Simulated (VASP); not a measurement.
# TaN (NiAs type) (P6_3/mmc) in VASP: further runs, part 2 of 2

VASP 6.6.1. Earlier steps stand in the parts before.

## Step 4: Relaxation of cell and atoms, PBE, target pressure 140 GPa, at which the enthalpy is minimised

This run uses another cell than the first one, of 8.40 Å³/atom, 0.991 times its volume.

Contents of INCAR:

```
PREC = Accurate ; ENCUT = 600
EDIFF = 1E-6 ; ISMEAR = -1
SIGMA = 0.05 ; LREAL = False
LASPH = True ; NELM = 60
ALGO = Normal ; ISIF = 3
LWAVE = False ; LCHARG = False
GGA = PE ; IBRION = 2
NSW = 60 ; EDIFFG = -0.005
PSTRESS = 1400.0
```

Contents of KPOINTS:

```
regular mesh
0
Gamma
  11 11 6
```

Contents of POSCAR:

```
TaN
1.0
    2.9256427458      0.0000000000      0.0000000000
   -1.4628213729      2.5336809402      0.0000000000
    0.0000000000      0.0000000000      4.5347462559
Ta N
2 2
Direct
    0.0000000000      0.0000000000      0.0000000000
    0.0000000000      0.0000000000      0.5000000000
    0.3333333333      0.6666666667      0.2500000000
    0.6666666667      0.3333333333      0.7500000000
```

Potentials or basis: VASP PAW PBE potentials, release 64 (Ta_pv, N).

Launch:

```bash
cat potpaw_PBE.64/Ta_pv/POTCAR potpaw_PBE.64/N/POTCAR > POTCAR
mpirun -np 1 vasp_std > vasp.out
```

OUTCAR:

```text
PREC = Accurate
   ENCUT = 600
   EDIFF = 1E-6
   ISMEAR = -1
   LREAL = False
   LASPH = True
   NELM = 60
   ISIF = 3
   GGA = PE
   IBRION = 2
   NSW = 60
   EDIFFG = -0.005
   PSTRESS = 1400.0

 ion  position               nearest neighbor table
   1  0.000  0.000  0.000-   3 2.03   4 2.03   3 2.03   4 2.03   4 2.03   3 2.03   2 2.27   2 2.27

   2  0.000  0.000  0.500-   3 2.03   4 2.03   3 2.03   4 2.03   4 2.03   3 2.03   1 2.27   1 2.27

   3  0.333  0.667  0.250-   1 2.03   2 2.03   1 2.03   2 2.03   1 2.03   2 2.03
   4  0.667  0.333  0.750-   1 2.03   2 2.03   1 2.03   2 2.03   1 2.03   2 2.03

  LATTYP: Found a hexagonal cell.
 ALAT       =     2.9256427458
 C/A-ratio  =     1.5500000000

  Lattice vectors:

 A1 = (   2.9256427458,   0.0000000000,   0.0000000000)
 A2 = (  -1.4628213729,   2.5336809402,   0.0000000000)
 A3 = (   0.0000000000,   0.0000000000,   4.5347462559)

Analysis of symmetry for initial positions (statically):
=====================================================================
 Subroutine PRICEL returns:
 Original cell was already a primitive cell.

 Routine SETGRP: Setting up the symmetry group for a
 hexagonal supercell.

 Subroutine GETGRP returns: Found 24 space group operations
 (whereof 12 operations were pure point group operations)
 out of a pool of 24 trial point group operations.

The static configuration has the point symmetry D_3d.
 The point group associated with its full space group is D_6h.

Analysis of symmetry for dynamics (positions and initial velocities):
=====================================================================
 Subroutine PRICEL returns:
 Original cell was already a primitive cell.

 Routine SETGRP: Setting up the symmetry group for a
 hexagonal supercell.

 Subroutine GETGRP returns: Found 24 space group operations
 (whereof 12 operations were pure point group operations)
 out of a pool of 24 trial point group operations.

The dynamic configuration has the point symmetry D_3d.
 The point group associated with its full space group is D_6h.

 Subroutine INISYM returns: Found 24 space group operations
 (whereof 12 operations are pure point group operations),
 and found     1 'primitive' translations
[... 131 lines left out ...]
 non-spin polarized calculation
  energy-cutoff  :      600.00
  volume of cell :       33.61
 maximum number of plane-waves:      1134
 NGX is ok and might be reduce to    24
   NGX = 11   NGY = 11   NGZ = 19

--------------------------------------- Ionic step        1  -------------------------------------------

 number of electron      32.0000005 magnetization

 Free energy of the ion-electron system (eV)
  ---------------------------------------------------
  ext. energy  EPLUGINS =         0.00000000
  ---------------------------------------------------
  free energy    TOTEN  =       -36.21787810 eV

  energy without entropy =      -36.20671847  energy(sigma->0) =      -36.21229829

------------------------ aborting loop because EDIFF is reached ----------------------------------------

  FORCE on cell =-STRESS in cart. coord.  units (eV):
  Direction    XX          YY          ZZ          XY          YZ          ZX
  --------------------------------------------------------------------------------------
  -------------------------------------------------------------------------------------
  Total       28.2259765     28.2259765     62.6910315      0.0000000      0.0000000      0.0000000
  in kB     1345.3440126   1345.3440126   2988.0632742      0.0000000      0.0000000      0.0000000
  external PRESSURE =     492.9170998 kB  Pullay stress =    1400.0000000 kB
[... 103 lines left out ...]
  energy  without entropy=      -42.4468039800  energy(sigma->0) =      -42.45392745

  enthalpy is  TOTEN    =        -8.7023456422 eV   P V=       33.7587052753

 E-fermi :   9.8992     XC(G=0): -14.2260

 val. band max:        9.8556869659   @ k =   0.0909  -0.0000   0.1667
 cond. band min:       9.9406053050   @ k =   0.1818   0.1818   0.1667
 fundamental gap:      0.0849183391
 Fermi energy:         9.8991548105

 k-point     1 :       0.0000    0.0000    0.0000
  band No.  band energies     occupation
      1     -25.8096      2.00000
      2     -24.6505      2.00000
      3     -24.0561      2.00000
      4     -24.0561      2.00000
      5     -23.9677      2.00000
      6     -23.9677      2.00000
[... 541 lines left out ...]
     19      12.8775      0.00000
     20      13.4074      0.00000

 [... further k-points ...]

[... ionic steps 4 to 11 ...]

--------------------------------------- Ionic step       12  -------------------------------------------

 number of electron      32.0000011 magnetization

------------------------ aborting loop because EDIFF is reached ----------------------------------------
[... 75 lines left out ...]
--------------------------------------- Ionic step       14  -------------------------------------------

 number of electron      32.0000011 magnetization

 Free energy of the ion-electron system (eV)
  ---------------------------------------------------
  ext. energy  EPLUGINS =         0.00000000
  ---------------------------------------------------
  free energy    TOTEN  =       -40.61087706 eV

  energy without entropy =      -40.60343078  energy(sigma->0) =      -40.60715392

 E-fermi :  10.8906     XC(G=0): -14.7063

 val. band max:       10.8506337315   @ k =   0.0909  -0.0000   0.1667
 cond. band min:      10.9174598543   @ k =   0.0909  -0.0000   0.0000
 fundamental gap:      0.0668261228
 Fermi energy:        10.8905842341

 k-point     1 :       0.0000    0.0000    0.0000
  band No.  band energies     occupation
      1     -25.0999      2.00000
      2     -23.4756      2.00000
      3     -22.7913      2.00000
      4     -22.7913      2.00000
      5     -22.6615      2.00000
      6     -22.6615      2.00000
[... 578 lines left out ...]
  energy  without entropy=      -40.6034307785  energy(sigma->0) =      -40.60715392

  enthalpy is  TOTEN    =       -10.8977435535 eV   P V=       29.7131335104

 reached required accuracy - stopping structural energy minimisation
```

CONTCAR:

```text
TaN
   1.00000000000000
     2.6650246121689758    0.0000000000000000   -0.0000000000000000
    -1.3325123060844879    2.3079790157228026    0.0000000000000000
    -0.0000000000000000   -0.0000000000000000    5.5283804311404605
  Ta              N
     2     2
Direct
     0.0000000000000000    0.0000000000000000    0.0000000000000000
     0.0000000000000000    0.0000000000000000    0.5000000000000000
     0.3333333332999970    0.6666666667000030    0.2500000000000000
     0.6666666667000030    0.3333333332999970    0.7500000000000000

  0.00000000E+00  0.00000000E+00  0.00000000E+00
  0.00000000E+00  0.00000000E+00  0.00000000E+00
  0.00000000E+00  0.00000000E+00  0.00000000E+00
  0.00000000E+00  0.00000000E+00  0.00000000E+00
```

It took 3.6 min on 1 thread of Intel Xeon Platinum 8488C (Sapphire Rapids), shared host; peak memory 0.19 GiB.

Results:

| Item | Value |
| --- | --- |
| Free energy | -40.6109 eV |
| Relaxed volume | 8.50 Å³/atom |
| Relaxed cell | a = 2.665 Å, b = 2.665 Å, c = 5.528 Å, α = 90.00°, β = 90.00°, γ = 120.00° |
| Space group after relaxing (to 0.05 Å) | P6_3/mmc (No. 194) |
| Energy change on relaxing (the enthalpy is what falls) | -1098.2 meV/atom |
| Ionic steps | 14 |
| Pressure after relaxing | 140.0 GPa |
| Band gap on the k mesh | zero (band 16 reaches 11.43 eV, above the bottom of band 17 at 10.14 eV) |

The path:
```csv
step,energy change (eV),largest force (eV/Å),pressure (GPa),volume (Å³)
1,0.0000,0.0000,189.29,33.61
2,-7.1698,0.0000,-17.16,45.83
3,-6.2432,0.0000,61.21,38.63
4,-3.9401,0.0000,107.07,35.16
5,-6.0982,0.0000,81.11,36.65
6,-6.3249,0.0000,77.19,36.93
7,-1.0318,0.0000,232.51,31.16
8,-4.5263,0.0000,136.72,34.16
9,-4.4759,0.0000,138.18,34.11
10,-4.4275,0.0000,139.62,34.05
11,-4.3702,0.0000,140.93,33.98
12,-4.3483,0.0000,141.40,33.95
13,-4.4442,0.0000,138.59,34.06
14,-4.3930,0.0000,140.01,34.00
```

Final structure:
```
Ta N
1.0
     2.66502    0.00000    0.00000
    -1.33251    2.30798    0.00000
     0.00000    0.00000    5.52838
Ta N
2 2
Direct
  0.00000 0.00000 0.00000
  0.00000 0.00000 0.50000
  0.33333 0.66667 0.25000
  0.66667 0.33333 0.75000
```

Caveat: the cell is relaxed towards a set pressure, so the enthalpy falls and the energy may rise; spin-orbit coupling is left out, which moves the levels of the heavy elements.
